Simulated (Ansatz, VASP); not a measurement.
## SrCl2: VASP beside Ansatz

```xyz
3
Lattice="0.0000 3.7643 3.4855 3.7643 0.0000 3.4855 3.7643 3.7643 0.0000" Properties=species:S:1:pos:R:3 pbc="T T T"
Sr    0.0000    0.0000    0.0000
Cl    1.8822    1.8822    1.7428
Cl    5.6465    5.6465    5.2283
```

Change from the starting cell: strain +0.080 along x and y, +0.000 along z, atoms carried along.

Alike in both runs: task single point; functional LDA; k mesh 6 × 6 × 6; occupations gaussian, width 0.05 eV; no spin polarisation.

|  | VASP | Ansatz |
| --- | --- | --- |
| version | VASP 6.6.1 | Ansatz 0.2.0 |
| potentials or method | VASP PAW LDA potentials, release 64 (Sr_sv, Cl), cutoff 520 eV | scalar-relativistic, plane waves, PAW |
| valence electrons in the cell | 24 | 24 |

Ansatz gave:

```
gap on the k mesh at the Fermi level (eV)                     : 3.97
least direct gap on the mesh (eV)                             : 4.19
pressure (GPa)                                                : -5.9
traceless stress, the component that is largest in VASP (GPa) : 2.07
```

Problem. What did VASP give for the same quantities?

Solution. gap on the k mesh at the Fermi level (eV): 3.98; least direct gap on the mesh (eV): 4.20; pressure (GPa): -5.9; traceless stress, the component that is largest in VASP (GPa): 2.06.

LDA's correlation is that of Perdew and Zunger in VASP and of Perdew and Wang (1992) in Ansatz.
